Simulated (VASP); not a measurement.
# CsBr: single point with PBE

CsBr:

```
CELL_PARAMETERS angstrom
4.34497 0.00000 0.00000
0.00000 4.34497 0.00000
0.00000 0.00000 4.34497
ATOMIC_POSITIONS crystal
Cs 0.00000 0.00000 0.00000
Br 0.50000 0.50000 0.50000
```

This cell differs from its parent crystal: volume changed by -3%.

```json
{
  "Program": "VASP 6.6.1",
  "Task": "single point",
  "Functional": "PBE",
  "Potentials or basis": "VASP PAW PBE potentials, release 64 (Cs_sv, Br)",
  "Cutoff": "500 eV",
  "k mesh": "6 × 6 × 6",
  "Occupations": "gaussian, width 0.01 eV",
  "Spin": "no spin polarisation",
  "Dipole correction": "no",
  "Further INCAR settings": "ALGO = Normal; EDIFF = 1e-06; NBANDS = 15"
}
```

```yaml
Pressure: 0.5 GPa
Band_gap_on_the_k_mesh: 4.36 eV, indirect (least direct gap 4.37 eV)
```

Levels at points of the mesh, in eV from the valence-band top:
| k point | band 5 | band 6 | band 7 | band 8 | band 9 | band 10 | band 11 | band 12 |
| --- | --- | --- | --- | --- | --- | --- | --- | --- |
| (0.00, 0.00, 0.00) | -6.45 | -0.01 | -0.01 | -0.01 | 4.36 | 4.95 | 4.95 | 8.99 |
| (0.50, 0.00, 0.00) | -6.36 | -1.25 | -0.19 | -0.19 | 5.91 | 7.10 | 7.53 | 8.32 |
| (0.50, 0.50, 0.00) | -6.30 | -0.57 | -0.57 | 0.00 | 5.23 | 5.47 | 7.18 | 7.18 |
| (0.50, 0.50, 0.50) | -6.82 | -1.09 | -1.09 | -1.09 | 8.13 | 8.13 | 8.13 | 8.97 |

It took 14 s on 1 thread of Intel(R) Xeon(R) Platinum 8259CL CPU @ 2.50GHz (Skylake/Cascade Lake) (shared host), peak memory 0.18 GiB.

Caveat: spin-orbit coupling is left out, which moves the levels of the heavy elements. A k mesh can miss the band edges.
